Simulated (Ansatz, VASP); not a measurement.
**Zr4Nb in VASP and in Ansatz**

The input INCAR:

```
PREC = Accurate
ENCUT = 520
EDIFF = 1E-6
ISMEAR = -1
SIGMA = 0.08
LREAL = False
LASPH = True
NELM = 100
ALGO = Normal
ISIF = 2
LWAVE = False
LCHARG = True
LDIPOL = True
IDIPOL = 3
DIPOL = 0.5 0.5 0.500
GGA = PE
LELF = True
LVHAR = True
LVACPOTAV = True
NBANDS = 38
```

File KPOINTS:

```
Automatic mesh
0
Gamma
  15 15 1
```

The input POSCAR:

```
Zr4Nb
1.0
    3.2310992957      0.0000000000      0.0000000000
   -1.6155496478      2.7982140722      0.0000000000
    0.0000000000      0.0000000000     26.3503000000
Zr Nb
4 1
Direct
    0.0000000000      0.0000000000      0.3077549329
    0.3333333333      0.6666666667      0.3996974088
    0.3333333333      0.6666666667      0.6003025912
    0.0000000000      0.0000000000      0.6922450535
    0.0000000000      0.0000000000      0.5000000133
```

Input for Ansatz:

```yaml
crystal:
  lattice:
    - [3.2310992957, 0.0, 0.0]
    - [-1.6155496478, 2.7982140722, 0.0]
    - [0.0, 0.0, 26.3503]
  atoms:
    - { symbol: Zr, position: [0.0, 0.0, 0.3077549329] }
    - { symbol: Zr, position: [0.3333333333, 0.6666666667, 0.3996974088] }
    - { symbol: Nb, position: [0.0, 0.0, 0.5000000133] }
    - { symbol: Zr, position: [0.3333333333, 0.6666666667, 0.6003025912] }
    - { symbol: Zr, position: [0.0, 0.0, 0.6922450535] }
kpoints:
  mp_grid: { grid: [15, 15, 1] }
scf:
  occupations: { method: fermi_dirac, width: 0.08 }
hamiltonian:
  xc: pbe
  pseudopotentials: { kind: all_electron, lapw: { basis_error: 0.001 } }
output:
  forces: true
  stress: true
  eigenvalues: true
efield:
  axis: 3
  amplitude: 0
  dipole_correction: true
```

Alike in both runs: task single point; functional PBE; k mesh 15 × 15 × 1; occupations fermi-dirac, width 0.08 eV; no spin polarisation.

|  | VASP | Ansatz |
| --- | --- | --- |
| version | VASP 6.6.1 | Ansatz 0.2.0 |
| potentials or method | VASP PAW PBE potentials, release 64 (Zr_sv, Nb_sv), cutoff 520 eV | all-electron LAPW, scalar-relativistic |

|  | VASP | Ansatz | Ansatz less VASP |
| --- | --- | --- | --- |
| rms of the force components (eV/Å) | 0.199 | 0.198 | -0.0012 |

Ansatz ran all-electron here, and VASP with PAW potentials.
